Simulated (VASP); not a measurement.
# WC: single point with PBEsol

WC:

```
W C
1.0
    -3.04448   -5.27320    0.00000
     4.56672   -2.63660    0.00000
     0.00000    0.00000    5.94599
W C
8 8
Direct
  0.77224 0.51154 0.02111
  0.70253 0.51673 0.48093
  0.49895 0.00848 0.98764
  0.46600 0.92676 0.49381
  0.25119 0.52242 0.96253
  0.24034 0.48295 0.49645
  0.02470 0.01977 0.04245
  0.03071 0.01955 0.51557
  0.50821 0.58833 0.23962
  0.54245 0.64571 0.78153
  0.27969 0.15931 0.26243
  0.24022 0.14162 0.78957
  0.04750 0.67103 0.22363
  0.05573 0.76183 0.73241
  0.78292 0.14257 0.23606
  0.74765 0.09740 0.72743
```

```json
{"Program": "VASP 6.6.1", "Task": "single point", "Functional": "PBEsol", "Potentials or basis": "VASP PAW PBE potentials, release 64 (W_sv, C)", "Cutoff": "520 eV", "k mesh": "2 × 2 × 2", "Occupations": "fermi-dirac, width 0.36 eV", "Spin": "no spin polarisation", "Dipole correction": "no", "Further INCAR settings": "LREAL = Auto; ALGO = Normal; EDIFF = 1e-07; NBANDS = 86"}
```

```yaml
Pressure: -17.6 GPa
Largest_force: 7.185 eV/Å
Band_gap_on_the_k_mesh: zero (band 72 reaches 9.53 eV, above the bottom of band 73 at 9.24 eV)
```

Forces on the atoms (eV/Å):
```
W   -0.660  1.125 -1.442
W   -5.910 -2.557  3.187
W   -2.014 -1.709  0.732
W    2.041 -5.158  0.850
W   -1.676 -0.471  2.687
W    0.332 -0.787 -0.902
W   -1.414  1.553 -3.808
W    2.896  2.871 -2.628
C    3.475  0.948 -1.342
C    1.329  0.591 -1.172
C   -0.035  1.052 -0.352
C    1.315 -2.422 -1.931
C    0.608  1.328  1.250
C   -5.118  2.758  3.225
C    2.897  1.154  1.000
C    1.932 -0.275  0.645
```

Stress tensor (GPa, compression positive):
```
-16.86   0.28  -3.31
  0.28 -16.51   2.24
 -3.31   2.24 -19.42
```

Levels at points of the mesh, in eV from the Fermi level:
```tsv
k point	band 68	band 69	band 70	band 71	band 72	band 73	band 74	band 75	band 76	band 77
(0.00, 0.00, 0.00)	-0.82	-0.57	-0.40	-0.27	-0.04	0.26	0.40	0.71	0.93	1.24
(0.50, 0.00, 0.00)	-1.11	-1.05	-0.72	-0.34	0.07	0.24	0.35	0.57	0.95	1.06
(0.00, 0.50, 0.00)	-1.32	-0.71	-0.41	-0.18	-0.02	0.45	0.83	1.05	1.24	1.50
(0.50, 0.50, 0.00)	-1.56	-1.01	-0.91	-0.63	-0.34	0.51	0.69	0.78	1.15	1.39
(0.00, 0.00, 0.50)	-1.07	-0.91	-0.60	-0.42	-0.29	-0.01	0.44	0.70	0.81	1.00
(0.50, 0.00, 0.50)	-1.33	-1.00	-0.88	-0.52	-0.33	-0.22	0.10	0.56	0.84	1.14
(0.00, 0.50, 0.50)	-1.25	-1.08	-0.90	-0.64	-0.35	0.15	0.38	0.63	0.94	1.12
(0.50, 0.50, 0.50)	-1.36	-1.27	-0.84	-0.64	-0.45	0.10	0.39	0.68	1.09	1.51
```

Run time: 110 s on 1 thread of Intel(R) Xeon(R) 6975P-C (Granite Rapids) (shared host), peak memory 0.33 GiB.

Caveat: the k points lie up to 0.60 Å⁻¹ apart; the PAW data sets were made with another functional, which shifts forces and pressure a little; spin-orbit coupling is left out, which moves the levels of the heavy elements.
